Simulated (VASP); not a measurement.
# B17SN17 (a cell with a defect) in VASP: further runs

Runs on B17SN17 (a cell with a defect). Level: PBE. Tasks: single point.

Everything below comes from runs of VASP 6.6.1. Logs are shortened: lines on timing, memory, paths and dates and some standing lists are left out, and cuts for length are marked.

### Step 1. The cell of the first run

The cell holds a defect, 35 atoms: a = 7.465 Å, b = 7.465 Å, c = 6.495 Å, α = 90.00°, β = 90.00°, γ = 120.00°.

### Step 2. Single point, PBE

File INCAR:

```
PREC     = Accurate       # precision mode
ENCUT    = 520            # plane-wave cutoff, eV
EDIFF    = 1E-7           # SCF threshold, eV
ISMEAR   = 0              # smearing method
SIGMA    = 0.01           # smearing width, eV
LREAL    = Auto         
LASPH    = True           # aspherical terms in the spheres
NELM     = 100            # most SCF steps
ALGO     = Normal         # electronic algorithm
ISIF     = 2              # what is computed and relaxed
LWAVE    = False          # write WAVECAR
LCHARG   = True           # write CHGCAR
GGA      = PE             # functional
LELF     = True           # ELF
LVHAR    = True         
NBANDS   = 94             # bands
```

File KPOINTS:

```
Automatic mesh
0
Gamma
  1 1 1
  0.25 0.25 0.25
```

File POSCAR:

```
B17SN17
1.0
    7.4650312800      0.0000000000      0.0000000000
   -3.7325156400      6.4649067300      0.0000000000
    0.0000000000      0.0000000000      6.4954828800
B N S
17 17 1
Direct
    0.1103613350      0.2205261665      0.2489493901
    0.2104515805      0.1168536905      0.7487910543
    0.1101928472      0.5536341636      0.2500073845
    0.2130367985      0.4418679941      0.7596881957
    0.1102602135      0.8871046082      0.2481174857
    0.2238612802      0.7841979287      0.7497947026
    0.4439230983      0.2210347387      0.2449402755
    0.5711826395      0.1187936637      0.7504062866
    0.4437903286      0.5537456980      0.2448962949
    0.4436297794      0.8871199313      0.2485251934
    0.5492291196      0.7646433006      0.7500580169
    0.7769835210      0.2205639362      0.2489999403
    0.8808636084      0.0989454644      0.7641526992
    0.7768035213      0.5537492829      0.2447969733
    0.8927070287      0.4436353454      0.7584727681
    0.7769356274      0.8870198950      0.2486396466
    0.8809749256      0.7650108277      0.7493633634
    0.0985949496      0.2179579751      0.7656537003
    0.2210937030      0.1097164435      0.2466877733
    0.1132911826      0.5612302960      0.7577802798
    0.2209728607      0.4429347039      0.2494526268
    0.1109090229      0.8926985706      0.7484660092
    0.2210229896      0.7763304883      0.2493715573
    0.5543212998      0.1097515916      0.2469010923
    0.4291547920      0.5385071065      0.7510310966
    0.5545719327      0.4434129103      0.2396038344
    0.4470046224      0.8926808446      0.7480940160
    0.5544241497      0.7765102153      0.2479387016
    0.7842716862      0.2191909944      0.7671238419
    0.8877112449      0.1097305694      0.2511861905
    0.7756800938      0.5413780015      0.7473870126
    0.8876561738      0.4429578765      0.2490968611
    0.7709975657      0.8765833491      0.7535418920
    0.8878003631      0.7764983408      0.2473224100
    0.4900789688      0.3169793915      0.7158704681
```

Potentials or basis: VASP PAW PBE potentials, release 64 (B, N, S).

The run is started by

```sh
> cat potpaw_PBE.64/B/POTCAR potpaw_PBE.64/N/POTCAR potpaw_PBE.64/S/POTCAR > POTCAR
> mpirun -np 1 vasp_std > vasp.out
```

OUTCAR:

```text
PREC = Accurate
   ENCUT = 520
   EDIFF = 1E-7
   ISMEAR = 0
   LREAL = Auto
   LASPH = True
   NELM = 100
   ISIF = 2
   GGA = PE

 ion  position               nearest neighbor table
   1  0.110  0.221  0.249-  19 1.43  21 1.44  30 1.44
   2  0.210  0.117  0.749-  18 1.38  22 1.45  35 1.88
   3  0.110  0.554  0.250-  21 1.43  32 1.44  23 1.44
   4  0.213  0.442  0.760-  25 1.40  20 1.42  18 1.45
   5  0.110  0.887  0.248-  23 1.43  34 1.44  19 1.44
   6  0.224  0.784  0.750-  22 1.43  20 1.44  27 1.44
[... 26 lines left out ...]
  33  0.771  0.877  0.754-  17 1.43  11 1.43  13 1.44
  34  0.888  0.776  0.247-  16 1.43   5 1.44  14 1.44
  35  0.490  0.317  0.716-   8 1.87   2 1.88  25 1.94  31 1.96

  LATTYP: Found a hexagonal cell.
 ALAT       =     7.4650312800
 C/A-ratio  =     0.8701213212

  Lattice vectors:

 A1 = (   7.4650312800,   0.0000000000,   0.0000000000)
 A2 = (  -3.7325156400,   6.4649067300,   0.0000000000)
 A3 = (   0.0000000000,   0.0000000000,   6.4954828800)

Analysis of symmetry for initial positions (statically):
=====================================================================
 Subroutine PRICEL returns:
 Original cell was already a primitive cell.

 Routine SETGRP: Setting up the symmetry group for a
 hexagonal supercell.

 Subroutine GETGRP returns: Found  1 space group operations
 (whereof  1 operations were pure point group operations)
 out of a pool of 24 trial point group operations.

The static configuration has the point symmetry C_1 .

Analysis of symmetry for dynamics (positions and initial velocities):
=====================================================================
 Subroutine PRICEL returns:
 Original cell was already a primitive cell.

 Routine SETGRP: Setting up the symmetry group for a
 hexagonal supercell.

 Subroutine GETGRP returns: Found  1 space group operations
 (whereof  1 operations were pure point group operations)
 out of a pool of 24 trial point group operations.

The dynamic configuration has the point symmetry C_1 .

 Subroutine INISYM returns: Found  1 space group operations
 (whereof  1 operations are pure point group operations),
 and found     1 'primitive' translations

----------------------------------------------------------------------------------------

                                     Primitive cell

  volume of cell :     313.4768

  direct lattice vectors                    reciprocal lattice vectors
     7.465031280  0.000000000  0.000000000     0.133957912  0.077340636  0.000000000
    -3.732515640  6.464906730  0.000000000     0.000000000  0.154681273  0.000000000
     0.000000000  0.000000000  6.495482880     0.000000000  0.000000000  0.153953142

  length of vectors
     7.465031280  7.465031281  6.495482880     0.154681273  0.154681273  0.153953142

  position of ions in fractional coordinates (direct lattice)
     0.110361335  0.220526167  0.248949390
     0.210451580  0.116853691  0.748791054
     0.110192847  0.553634164  0.250007385
     0.213036798  0.441867994  0.759688196
     0.110260213  0.887104608  0.248117486
     0.223861280  0.784197929  0.749794703
[... 27 lines left out ...]
     0.887800363  0.776498341  0.247322410
     0.490078969  0.316979391  0.715870468

  ion indices of the primitive-cell ions
   primitive index   ion index
                 1           1
                 2           2
                 3           3
                 4           4
                 5           5
                 6           6
[... 27 lines left out ...]
                34          34
                35          35

----------------------------------------------------------------------------------------

 KPOINTS: Automatic mesh

Automatic generation of k-mesh.
 Grid dimensions read from file:
 generate k-points for:    1    1    1

 Generating k-lattice:

  Cartesian coordinates                     Fractional coordinates (reciprocal lattice)
     0.133957912  0.077340636  0.000000000     1.000000000  0.000000000  0.000000000
     0.000000000  0.154681273  0.000000000     0.000000000  1.000000000  0.000000000
     0.000000000  0.000000000  0.153953142     0.000000000  0.000000000  1.000000000

  Length of vectors
     0.154681273  0.154681273  0.153953142

  Shift w.r.t. Gamma in fractional coordinates (k-lattice)
     0.250000000  0.250000000  0.250000000

 Subroutine IBZKPT returns following result:
 ===========================================

 Found      6 irreducible k-points:

 Following reciprocal coordinates:
            Coordinates               Weight
  0.250000  0.250000  0.250000      2.000000
 -0.250000  0.500000  0.250000      2.000000
  0.500000  0.250000  0.250000      2.000000
 -0.250000 -0.250000  0.250000      2.000000
  0.250000  0.500000  0.250000      2.000000
  0.500000 -0.250000  0.250000      2.000000
   k-points           NKPTS =      6   k-points in BZ     NKDIM =      6   number of bands    NBANDS=     94
   number of dos      NEDOS =    301   number of ions     NIONS =     35
   total plane-waves  NPLWV = 150528
   dimension x,y,z NGX =    56 NGY =   56 NGZ =   48
   dimension x,y,z NGXF=   112 NGYF=  112 NGZF=   96
   ions per type =              17  17   1
   NGX,Y,Z   is equivalent  to a cutoff of  12.47, 12.47, 12.29 a.u.
   NGXF,Y,Z  is equivalent  to a cutoff of  24.94, 24.94, 24.57 a.u.
 SYSTEM =  unknown system
   PREC   = accura    normal or accurate (medium, high low for compatibility)
   ISTART =      0    job   : 0-new  1-cont  2-samecut
   ICHARG =      2    charge: 1-file 2-atom 10-const
   ISPIN  =      1    spin polarized calculation?
   LNONCOLLINEAR =      F non collinear calculations
   LSORBIT =      F    spin-orbit coupling
   LASPH  =      T    aspherical Exc in radial PAW
   ENCUT  =  520.0 eV  38.22 Ry    6.18 a.u.  13.88 13.88 12.08*2*pi/ulx,y,z
   NELM   =    100;   NELMIN=  2; NELMDL= -5     # of ELM steps
   EDIFF  = 0.1E-06   stopping-criterion for ELM
   LREAL  =      T    real-space projection
   EDIFFG = 0.1E-05   stopping-criterion for IOM
   NSW    =      0    number of steps for IOM
   IBRION =     -1    ionic relax: 0-MD 1-quasi-New 2-CG
   NFREE  =      0    steps in history (QN), initial steepest desc. (CG)
   ISIF   =      2    stress and relaxation
   ISYM   =      2    0-nonsym 1-usesym 2-fastsym
   POTIM  = 0.5000    time-step for ionic-motion
   TEBEG  =    0.0;   TEEND  =   0.0 temperature during run
   PSTRESS=    0.0 pullay stress
   NELECT =     142.0000    total number of electrons
   NUPDOWN=      -1.0000    fix difference up-down
   EMIN   =  10.00;   EMAX   =-10.00  energy-range for DOS
   EFERMI =   0.00;   METHOD = LEGACY
   ISMEAR =     0;   SIGMA  =   0.01  broadening in eV -4-tet -1-fermi 0-gaus
   EFERMI_NEDOS =   21; number of points for ismear=-14 and -15
   IALGO  =     38    algorithm
   IMIX   =      4    mixing-type and parameters
     AMIX     =   0.40;   BMIX     =  1.00
     AMIX_MAG =   1.60;   BMIX_MAG =  1.00
  volume/ion in A,a.u.               =       8.96        60.44
  Fermi-wavevector in a.u.,A,eV,Ry     =   1.257291  2.375936 21.507829  1.580781
  Thomas-Fermi vector in A             =   2.390957
   LORBIT       =      0    0 simple, 1 ext, 2 COOP (PROOUT), +10 PAW based schemes
   GGA     = PE    functional components
   LHFCALC =     F    Hartree Fock is set to
   AEXX    =    0.0000 exact exchange contribution
   IVDW    =     0    specifies the selected vdW correction
   LEPSILON=     F    determine dielectric tensor
   LRPA    =     F    only Hartree local field effects (RPA)
 non-spin polarized calculation
 Gauss-broadening in eV      SIGMA  =   0.01
  energy-cutoff  :      520.00
  volume of cell :      313.48
 maximum number of plane-waves:      8452
   NGX = 27   NGY = 27   NGZ = 25

 number of electron     142.0000002 magnetization

 Free energy of the ion-electron system (eV)
  ---------------------------------------------------
  ext. energy  EPLUGINS =         0.00000000
  ---------------------------------------------------
  free energy    TOTEN  =      -297.29120370 eV

  energy without entropy =     -297.29120370  energy(sigma->0) =     -297.29120370

 E-fermi :   2.9441     XC(G=0): -10.2665

 val. band max:        2.8248766057   @ k =  -0.2500  -0.2500   0.2500
 cond. band min:       5.1355812182   @ k =  -0.2500   0.5000   0.2500
 fundamental gap:      2.3107046125
 Fermi energy:         2.9440580255

 k-point     1 :       0.2500    0.2500    0.2500
  band No.  band energies     occupation
      1     -14.8312      2.00000
      2     -14.5735      2.00000
      3     -14.3011      2.00000
      4     -14.1794      2.00000
      5     -14.0559      2.00000
      6     -13.9446      2.00000
[... 75 lines left out ...]
     82       9.5099      0.00000
     83       9.6565      0.00000

 k-point     2 :      -0.2500    0.5000    0.2500
  band No.  band energies     occupation
      1     -14.8286      2.00000
      2     -14.5734      2.00000
      3     -14.3177      2.00000
      4     -14.1734      2.00000
      5     -14.0619      2.00000
      6     -13.9315      2.00000
[... 75 lines left out ...]
     82       9.5173      0.00000
     83       9.6591      0.00000

 k-point     3 :       0.5000    0.2500    0.2500
  band No.  band energies     occupation
      1     -14.8293      2.00000
      2     -14.5758      2.00000
      3     -14.2433      2.00000
      4     -14.2101      2.00000
      5     -14.0289      2.00000
      6     -13.9954      2.00000
[... 75 lines left out ...]
     82       9.5321      0.00000
     83       9.6413      0.00000

 k-point     4 :      -0.2500   -0.2500    0.2500
  band No.  band energies     occupation
      1     -14.8312      2.00000
      2     -14.5745      2.00000
      3     -14.2985      2.00000
      4     -14.1797      2.00000
      5     -14.0567      2.00000
      6     -13.9451      2.00000
[... 75 lines left out ...]
     82       9.5323      0.00000
     83       9.6254      0.00000

 k-point     5 :       0.2500    0.5000    0.2500
  band No.  band energies     occupation
      1     -14.8288      2.00000
      2     -14.5740      2.00000
      3     -14.3156      2.00000
      4     -14.1734      2.00000
      5     -14.0625      2.00000
      6     -13.9323      2.00000
[... 75 lines left out ...]
     82       9.5358      0.00000
     83       9.6508      0.00000

 k-point     6 :       0.5000   -0.2500    0.2500
  band No.  band energies     occupation
      1     -14.8294      2.00000
      2     -14.5754      2.00000
      3     -14.2433      2.00000
      4     -14.2104      2.00000
      5     -14.0289      2.00000
      6     -13.9953      2.00000
[... 75 lines left out ...]
     82       9.5377      0.00000
     83       9.6301      0.00000
 [bands above 83 left out]

------------------------ aborting loop because EDIFF is reached ----------------------------------------

  FORCE on cell =-STRESS in cart. coord.  units (eV):
  Direction    XX          YY          ZZ          XY          YZ          ZX
  --------------------------------------------------------------------------------------
  -------------------------------------------------------------------------------------
  Total       38.5855698      1.0837087      7.9720484     -0.4518579     -0.1136522      0.0138868
  in kB      197.2105580      5.5388273     40.7450797     -2.3094421     -0.5808753      0.0709756
  external PRESSURE =      81.1648217 kB  Pullay stress =       0.0000000 kB

 VOLUME and BASIS-vectors are now :
 -----------------------------------------------------------------------------
  energy-cutoff  :      520.00
  volume of cell :      313.48
      direct lattice vectors                 reciprocal lattice vectors
     7.465031280  0.000000000  0.000000000     0.133957912  0.077340636  0.000000000
    -3.732515640  6.464906730  0.000000000     0.000000000  0.154681273  0.000000000
     0.000000000  0.000000000  6.495482880     0.000000000  0.000000000  0.153953142

 POSITION                                       TOTAL-FORCE (eV/Angst)
 -----------------------------------------------------------------------------------
      0.00073      1.42568      1.61705        -0.176131      0.112831      0.003914
      1.13487      0.75545      4.86376         0.134926      0.155287      0.032668
     -1.24386      3.57919      1.62392        -0.166661      0.111724     -0.000223
     -0.05895      2.85664      4.93454         0.318348     -0.064186     -0.009274
     -2.48804      5.73505      1.61164        -0.165175      0.113304      0.001625
     -1.25590      5.06977      4.87028         0.374494     -0.078394     -0.006794
[... 27 lines left out ...]
      3.72917      5.01999      1.60648         0.180980     -0.112000      0.003658
      2.47532      2.04924      4.64992        -0.079461     -0.060790      0.017375
 -----------------------------------------------------------------------------------
    total drift:                               -0.003209      0.001758      0.000977

  FREE ENERGIE OF THE ION-ELECTRON SYSTEM (eV)
  ---------------------------------------------------
  free  energy   TOTEN  =      -297.2912037000 eV

  energy  without entropy=     -297.2912037000  energy(sigma->0) =     -297.29120370
```

Wall time 3.8 min (1 thread of Intel Xeon Platinum 8488C (Sapphire Rapids), shared host); peak memory 0.44 GiB.

What came out:

* Free energy: -297.2912 eV
* Pressure: 8.1 GPa
* Largest force: 0.383 eV/Å
* Band gap on the k mesh: 2.31 eV

Forces in eV/Å, atoms in the order of the input:
```
B   -0.176  0.113  0.004
B    0.135  0.155  0.033
B   -0.167  0.112  0.000
B    0.318 -0.064 -0.009
B   -0.165  0.113  0.002
B    0.374 -0.078 -0.007
B   -0.182  0.106 -0.015
B   -0.002 -0.226 -0.026
B   -0.183  0.106  0.009
B   -0.177  0.114  0.000
B    0.008 -0.199  0.007
B   -0.185  0.102 -0.006
B    0.237 -0.108 -0.017
B   -0.198  0.103 -0.002
B    0.254 -0.161  0.036
B   -0.192  0.114  0.006
B   -0.078  0.040 -0.011
N   -0.219  0.079  0.010
N    0.183 -0.102  0.001
N   -0.275  0.116 -0.018
N    0.180 -0.109 -0.003
N   -0.084  0.017 -0.043
N    0.170 -0.109 -0.001
N    0.182 -0.108  0.004
N   -0.157  0.208 -0.025
N    0.184 -0.103  0.000
N   -0.165  0.120  0.018
N    0.179 -0.114 -0.006
N   -0.132  0.185 -0.006
N    0.178 -0.113  0.006
N    0.026 -0.112  0.036
N    0.183 -0.114  0.010
N   -0.156  0.090 -0.007
N    0.181 -0.112  0.004
S   -0.079 -0.061  0.017
```

Stress tensor (GPa, compression positive):
```
19.72 -0.23  0.01
-0.23  0.55 -0.06
 0.01 -0.06  4.07
```

(Continued in part 2 of 4.)
